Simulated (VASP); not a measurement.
Here is a VASP 6.6.1 calculation.

The input INCAR:

```
SYSTEM = AlRu
PREC = Accurate ; ENCUT = 450
EDIFF = 1E-6 ; ISMEAR = -1
SIGMA = 0.05 ; LREAL = .False.
LASPH = .True. ; NELM = 300
ALGO = Normal ; ISIF = 2
LWAVE = .False. ; LCHARG = .False.
LDIPOL = .True. ; IDIPOL = 3
DIPOL = 0.5 0.5 0.500 ; GGA = RE
NBANDS = 44 ; GGA_COMPAT = .False.
NELMDL = -8 ; AMIX = 0.1
BMIX = 1E-4 ; AMIX_MAG = 0.4
BMIX_MAG = 1E-4 ; KPAR = 4
```

Contents of KPOINTS:

```
regular mesh
0
Gamma
  9 9 1
  0 0 0
```

The input POSCAR:

```
AlRu
1.0
    2.9916000000      0.0000000000      0.0000000000
    0.0000000000      2.9916000000      0.0000000000
    0.0000000000      0.0000000000     25.4706000000
Ru Al
4 4
Direct
    0.5000000000      0.5000000000      0.2944571388
    0.5000000000      0.5000000000      0.4119102024
    0.5000000000      0.5000000000      0.5294362308
    0.5000000000      0.5000000000      0.6509088912
    0.0000000000      0.0000000000      0.3531836706
    0.0000000000      0.0000000000      0.4706367341
    0.0000000000      0.0000000000      0.5883366717
    0.0000000000      0.0000000000      0.7006457969
```

Potentials or basis: VASP PAW PBE potentials, release 64 (Ru_pv, Al).

Command:

```bash
$ cat potpaw_PBE.64/Ru_pv/POTCAR potpaw_PBE.64/Al/POTCAR > POTCAR
$ mpirun -np 4 vasp_std > vasp.out
```

Task: Estimate the band gap on the k mesh.

Result: Zero (bands 34 and 35 overlap by 1.83 eV).

Task: Estimate the largest force.

Result: 0.431 eV/Å.

Forces in eV/Å, atoms in the order of the input:
```
Ru   0.000  0.000  0.431
Ru   0.000  0.000 -0.388
Ru   0.000  0.000 -0.002
Ru   0.000  0.000 -0.008
Al   0.000  0.000 -0.256
Al   0.000  0.000  0.226
Al   0.000  0.000  0.000
Al   0.000  0.000 -0.003
```

Caveat: the PAW data sets were made with another functional, which shifts forces and pressure a little.
